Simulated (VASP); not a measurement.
The system is Ru.

```
Ru
1.0
     2.70389    0.00000    0.00000
    -1.35194    2.34164    0.00000
     0.00000    0.00000    4.28168
Ru
2
Direct
  0.33333 0.66667 0.25000
  0.66667 0.33333 0.75000
```

Base run:

| Quantity | Value |
| --- | --- |
| Program | VASP 6.6.1 |
| Functional | PBE |
| Potentials or basis | VASP PAW PBE potentials, release 64 (Ru_pv) |
| Cutoff | 520 eV |
| k mesh | 10 × 10 × 6 |
| Occupations | fermi-dirac, width 0.01 eV |
| Spin | no spin polarisation |

Its results: band gap on the k mesh zero (band 14 reaches 14.48 eV, above the bottom of band 15 at 11.27 eV); pressure 5.0 GPa.

Problem. The run is repeated on the same cell with these changes: occupations from fermi-dirac, width 0.01 eV to fermi-dirac, width 0.15 eV. What comes out?

Solution. Band gap on the k mesh zero (band 14 reaches 14.49 eV, above the bottom of band 15 at 11.27 eV); pressure 5.6 GPa.
